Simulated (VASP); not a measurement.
Runs of VASP 6.6.1 on Ge. The structure is that of space group I4_1/amd (No. 141), or close to it. The cells are those of the table. 

```csv
cell,gap on the mesh (eV),pressure (GPa)
"a = 3.926 Å, angles 97.4, 97.4, 138.0°, 2 atoms",none,(a)
"a = 3.976 Å, angles 97.4, 97.4, 138.0°, 2 atoms",none,(b)
"a = 3.900 Å, angles 97.4, 97.4, 138.0°, 2 atoms",none,0.4
"a = 3.821 Å, angles 97.4, 97.4, 138.0°, 2 atoms",none,6.1
"a = 3.874 Å, angles 97.4, 97.4, 138.0°, 2 atoms",none,2.1
```

Alike in all rows: task electric field gradients; level r2SCAN; potentials or basis VASP PAW PBE potentials, release 64 (Ge_d); no spin polarisation; k mesh 16 × 16 × 16; cutoff (eV) 520; smearing fermi-dirac 0.05 eV.

Question: Fill in the values left out.

Answer: (a) -1.1; (b) -3.6.

Caveats: the PAW data sets were made with another functional, which shifts forces and pressure a little; the cell stands under tension (at least some runs); the cell stands under pressure (at least some runs).

A k mesh can miss the band edges, and the runs leave out spin-orbit coupling on Ge.

A gap of «none» marks levels without a gap at the run's occupations.
